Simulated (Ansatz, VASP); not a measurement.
## Ga2SbP: VASP beside Ansatz

The input INCAR:

```
  PREC = Accurate
  ENCUT = 520
  EDIFF = 1E-7
  ISMEAR = -1
  SIGMA = 0.02
  LREAL = F
  LASPH = T
  NELM = 60
  ALGO = Normal
  ISIF = 2
  LWAVE = F
  LCHARG = F
  GGA = PE
  NBANDS = 26
```

File KPOINTS:

```
Automatic mesh
0
Gamma
  4 4 4
```

File POSCAR:

```
Ga2SbP
1.0
    4.0926218747      0.0000000000      0.0000000000
    0.0000000000      4.0926218747      0.0000000000
    0.0000000000      0.0000000000      5.8034925813
P Ga Sb
1 2 1
Direct
    0.0000000000      0.0000000000      0.0000000000
    0.0000000000      0.5000000000      0.7759653733
    0.5000000000      0.0000000000      0.2240346267
    0.5000000000      0.5000000000      0.5000000000
```

Input for Ansatz:

```yaml
crystal:
  lattice:
    - [4.0926218747, 0.0, 0.0]
    - [0.0, 4.0926218747, 0.0]
    - [0.0, 0.0, 5.8034925813]
  atoms:
    - { symbol: P, position: [0.0, 0.0, 0.0] }
    - { symbol: Ga, position: [0.0, 0.5, 0.7759653733] }
    - { symbol: Sb, position: [0.5, 0.5, 0.5] }
    - { symbol: Ga, position: [0.5, 0.0, 0.2240346267] }
kpoints:
  mp_grid: { grid: [4, 4, 4] }
hamiltonian:
  xc: pbe
scf:
  occupations: { method: fermi_dirac, width: 0.02 }
  n_extra_bands: 5
output:
  forces: true
  stress: true
  eigenvalues: true
```

Alike in both runs: task single point; functional PBE; k mesh 4 × 4 × 4; occupations fermi-dirac, width 0.02 eV; no spin polarisation.

```csv
,VASP,Ansatz
version,VASP 6.6.1,Ansatz 0.2.0
potentials or method,"VASP PAW PBE potentials, release 64 (P, Ga_d, Sb)","plane waves, PAW"
plane-wave cutoff (eV),520,420
valence electrons in the cell,36,46
```

|  | VASP | Ansatz | Ansatz less VASP |
| --- | --- | --- | --- |
| pressure (GPa) | 2.3 | 2.2 | -0.07 |
| rms of the force components (eV/Å) | 0.027 | 0.023 | -0.0039 |

VASP's potentials hold 36 valence electrons a cell and Ansatz's 46, so a difference there can come from the potentials and not from the codes.

Spin-orbit coupling is off throughout.
